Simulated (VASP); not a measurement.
Wanted: the native input for a VASP 6.6.1 run.

| Property | Result |
| --- | --- |
| Task | density of states |
| Functional | PBE |
| Potentials or basis | VASP PAW PBE potentials, release 64 (Mo_sv, Si) |
| Cutoff | 520 eV |
| k mesh | 12 × 12 × 12 |
| Occupations | fermi-dirac, width 0.05 eV |
| Spin | no spin polarisation |
| Hubbard terms | Mo d U = 8.0 eV |
| Dipole correction | no |
| k mesh for the DOS | 18 × 18 × 18 |
| Occupations for the DOS | tetrahedron |
| Further INCAR settings | ALGO = Normal; EDIFF = 1e-06; NBANDS = 18 |

Crystal: Si2Mo.

```
Mo Si
1.0
    -1.60000    1.60000    3.93050
     1.60000   -1.60000    3.93050
     1.60000    1.60000   -3.93050
Mo Si
1 2
Direct
  0.00000 0.00000 0.00000
  0.66700 0.66700 0.00000
  0.33300 0.33300 0.00000
```

One way to write it, as run:

POSCAR

```
Si2Mo
1.0
   -1.6000000000      1.6000000000      3.9305000000
    1.6000000000     -1.6000000000      3.9305000000
    1.6000000000      1.6000000000     -3.9305000000
Mo Si
1 2
Direct
    0.0000000000      0.0000000000      0.0000000000
    0.6670000000      0.6670000000      0.0000000000
    0.3330000000      0.3330000000      0.0000000000
```

INCAR.step1

```
PREC = Accurate
ENCUT = 520
EDIFF = 1E-6
ISMEAR = -1
SIGMA = 0.05
LREAL = False
LASPH = True
NELM = 150
ALGO = Normal
ISIF = 2
LWAVE = False
LCHARG = True
LMAXMIX = 4
LDAU = True
LDAUTYPE = 2
LDAUL = 2 -1
LDAUU = 8 0
LDAUJ = 0 0
LDAUPRINT = 1
GGA = PE
NBANDS = 18
```

KPOINTS.step1

```
regular mesh
0
Gamma
  12 12 12
```

INCAR.step2

```
PREC = Accurate
ENCUT = 520
EDIFF = 1E-6
ISMEAR = -5
SIGMA = 0.05
LREAL = False
LASPH = True
NELM = 150
ALGO = Normal
ISIF = 2
LWAVE = False
LCHARG = False
LMAXMIX = 4
LDAU = True
LDAUTYPE = 2
LDAUL = 2 -1
LDAUU = 8 0
LDAUJ = 0 0
LDAUPRINT = 1
GGA = PE
LORBIT = 11
NBANDS = 18
NEDOS = 2001
ICHARG = 11
```

KPOINTS.step2

```
regular mesh
0
Gamma
  18 18 18
```

Potentials or basis: VASP PAW PBE potentials, release 64 (Mo_sv, Si).

The run is started by

```bash
$ cat potpaw_PBE.64/Mo_sv/POTCAR potpaw_PBE.64/Si/POTCAR > POTCAR
$ cp INCAR.step1 INCAR
$ cp KPOINTS.step1 KPOINTS
$ mpirun -np 1 vasp_std > vasp.out
$ cp INCAR.step2 INCAR
$ cp KPOINTS.step2 KPOINTS
$ mpirun -np 1 vasp_std > vasp.out
```

Results of the run:

```json
{"Valence electrons inside the program's atomic spheres": "Mo 12.58; Si 1.62"}
```

Caveat: U without spin polarisation on a metal has little footing; the U is typed as a test and isn't derived for this compound.

Wall time 12 min on 1 thread of Oxide Virtual Turin-like Processor (shared host), peak memory 0.42 GiB.
